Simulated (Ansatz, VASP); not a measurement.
One calculation of Ga4AsP3, two programs

```
Ga P As
1.0
     3.93429    0.00000    0.00000
     0.00000    3.93496    5.56420
     0.00000   -3.93496    5.56420
Ga P As
4 3 1
Cartesian
  0.0000 0.0000 11.0735
  1.9671 -1.9276 8.3707
  1.9671 1.9276 8.3707
  0.0000 0.0000 5.5675
  0.0000 1.9664 4.1732
  0.0000 -1.9664 4.1732
  1.9671 0.0000 6.9558
  1.9671 0.0000 1.3932
```

Alike in both runs: functional PBE; k mesh 8 × 4 × 4; occupations gaussian, width 0.02 eV; no spin polarisation.

Ansatz relaxed the structure, and its values are those at the end. VASP's run is a single point on that final structure, the one shown.

```csv
,VASP,Ansatz
version,VASP 6.6.1,Ansatz 0.2.0
potentials or method,"VASP PAW PBE potentials, release 64 (Ga_d, P, As), cutoff 520 eV","scalar-relativistic, plane waves, PAW"
valence electrons in the cell,72,82
```

VASP gave:

- gap on the k mesh at the Fermi level (eV): 1.10
- least direct gap on the mesh (eV): 1.10
- pressure (GPa): 0.1
- rms of the force components (eV/Å): 0.006

**Question.** Which values does Ansatz return?

**Answer.** gap on the k mesh at the Fermi level (eV): 1.10; least direct gap on the mesh (eV): 1.10; pressure (GPa): 0.0; rms of the force components (eV/Å): 0.003.

With one functional, cell and mesh, what is left measures potentials, basis and numerics. VASP's potentials hold 72 valence electrons a cell and Ansatz's 82, so a difference there can come from the potentials and not from the codes.
